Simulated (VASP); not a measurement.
Wanted: the native input for a VASP 6.6.1 run.

| Property | Result |
| --- | --- |
| Task | relaxation of cell and atoms |
| Functional | revPBE |
| Dispersion | D3(BJ) |
| Potentials or basis | VASP PAW PBE potentials, release 64 (W_sv) |
| Cutoff | 600 eV |
| k mesh | 12 × 12 × 12 |
| Occupations | fermi-dirac, width 0.05 eV |
| Spin | no spin polarisation |
| Dipole correction | no |
| Further INCAR settings | ALGO = Normal; EDIFF = 1e-06; IBRION = 2; EDIFFG = -0.005; NSW = 80; ISIF = 3 |

The structure of W lies in POSCAR:

```
W
1.0
   -1.5823450000      1.5823450000      1.5823450000
    1.5823450000     -1.5823450000      1.5823450000
    1.5823450000      1.5823450000     -1.5823450000
W
1
Direct
    0.0000000000      0.0000000000      0.0000000000
```

These files were run (other wordings do the same):

INCAR

```
SYSTEM = W
ALGO     = Normal         ! electronic algorithm
EDIFF    = 1E-6           ! SCF threshold, eV
EDIFFG   = -0.005         ! ionic threshold
ENCUT    = 600            ! plane-wave cutoff, eV
GGA      = RE             ! functional
IBRION   = 2              ! ionic algorithm
ISIF     = 3              ! what is computed and relaxed
ISMEAR   = -1             ! smearing method
IVDW     = 12             ! dispersion correction
LASPH    = .True.         ! aspherical terms in the spheres
LCHARG   = .False.        ! write CHGCAR
LREAL    = .False.        ! projectors in reciprocal space
LWAVE    = .False.        ! write WAVECAR
NELM     = 80             ! most SCF steps
NSW      = 80             ! ionic steps
PREC     = Accurate       ! precision mode
SIGMA    = 0.05           ! smearing width, eV
```

KPOINTS

```
k-points
0
Gamma
  12 12 12
  0 0 0
```

Potentials or basis: VASP PAW PBE potentials, release 64 (W_sv).

Command:

```bash
$ cat potpaw_PBE.64/W_sv/POTCAR > POTCAR
$ mpirun -np 1 vasp_std > vasp.out
```

It gave:

```json
{"Relaxed volume": "15.66 Å³/atom", "Relaxed cell": "a = 2.730 Å, b = 2.730 Å, c = 2.730 Å, α = 109.47°, β = 109.47°, γ = 109.47°", "Space group after relaxing (to 0.05 Å)": "Im-3m (No. 229)", "Energy gained by relaxing": "2.3 meV/atom", "Ionic steps": "4", "Pressure after relaxing": "0.0 GPa", "Band gap on the k mesh": "zero (band 7 reaches 16.94 eV, above the bottom of band 8 at 10.44 eV)", "Dispersion energy per atom": "-1.266 eV"}
```

Caveat: the PAW data sets were made with another functional, which shifts forces and pressure a little; spin-orbit coupling is left out, which moves the levels of the heavy elements; pairwise dispersion overbinds metals, which lowers pressure and volume.

Run time: 33 s on 1 thread of AMD EPYC 7R43 64-Core Processor (Zen 3) (shared host), peak memory 0.13 GiB.
